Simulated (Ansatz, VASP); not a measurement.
## Pd3PbC: VASP beside Ansatz

```xyz
5
Lattice="4.2989 0.0000 0.0000 0.0000 4.2989 0.0000 0.0000 0.0000 4.2989" Properties=species:S:1:pos:R:3 pbc="T T T"
Pd    0.0000    2.1495    2.1495
Pd    2.1495    2.1495    0.0000
Pd    2.1495    0.0000    2.1495
Pb    0.0000    0.0000    0.0000
C     2.1495    2.1495    2.1495
```

Alike in both runs: task single point; functional LDA; k mesh 7 × 7 × 7; occupations fermi-dirac, width 0.02 eV; no spin polarisation.

```csv
,VASP,Ansatz
version,VASP 6.6.1,Ansatz 0.2.0
potentials or method,"VASP PAW LDA potentials, release 64 (Pd, Pb_d, C)","plane waves, PAW"
plane-wave cutoff (eV),520,420
valence electrons in the cell,48,72
```

VASP gave:

| Quantity | Value |
| --- | --- |
| gap on the k mesh at the Fermi level (eV) | none |
| pressure (GPa) | -11.5 |

Task: What did Ansatz give for the same quantities?

Result: gap on the k mesh at the Fermi level (eV): none; pressure (GPa): -11.8.

LDA's correlation is that of Perdew and Zunger in VASP and of Perdew and Wang (1992) in Ansatz. A gap of «none» marks a metal or a gap that the smearing closes. VASP's potentials hold 48 valence electrons a cell and Ansatz's 72, so a difference there can come from the potentials and not from the codes.

Neither program's run includes spin-orbit coupling.
